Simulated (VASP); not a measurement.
Set up this calculation in VASP 6.6.1, as the native input.

```
Task                   : single point
Functional             : PBE
Potentials or basis    : VASP PAW PBE potentials, release 64 (Pb_d, S)
Cutoff                 : 500 eV
k mesh                 : 4 × 4 × 4
Occupations            : fermi-dirac, width 0.17 eV
Spin                   : no spin polarisation
Dipole correction      : no
Further INCAR settings : ALGO = Normal; EDIFF = 1e-06; NBANDS = 17
```

The structure of PbS lies in POSCAR:

```
PbS
1.0
    3.6536590000      0.0000000000      0.0000000000
    0.0000000000      3.6536590000      0.0000000000
    0.0000000000      0.0000000000      3.6536590000
Pb S
1 1
Direct
    0.0000000000      0.0000000000      0.0000000000
    0.5000000000      0.5000000000      0.5000000000
```

One way to write it, as run:

INCAR

```
SYSTEM = PbS
PREC = Accurate
ENCUT = 500
EDIFF = 1E-6
ISMEAR = -1
SIGMA = 0.17
LREAL = .False.
LASPH = .True.
NELM = 120
ALGO = Normal
ISIF = 2
LWAVE = .False.
LCHARG = .False.
GGA = PE
NBANDS = 17
GGA_COMPAT = .False.
```

KPOINTS

```
regular mesh
0
Gamma
  4 4 4
  0 0 0
```

Potentials or basis: VASP PAW PBE potentials, release 64 (Pb_d, S).

Command:

```console
$ cat potpaw_PBE.64/Pb_d/POTCAR potpaw_PBE.64/S/POTCAR > POTCAR
$ mpirun -np 1 vasp_std > vasp.out
```

It gave:

The pressure is 0.0 GPa and the band gap on the k mesh is zero (band 10 reaches 5.99 eV, above the bottom of band 11 at 5.65 eV).

Caveat: the k points lie up to 0.43 Å⁻¹ apart; spin-orbit coupling is left out, which moves the levels of the heavy elements.

It took 10 s on 1 thread of Intel(R) Xeon(R) Platinum 8488C (Sapphire Rapids) (shared host), peak memory 0.15 GiB.
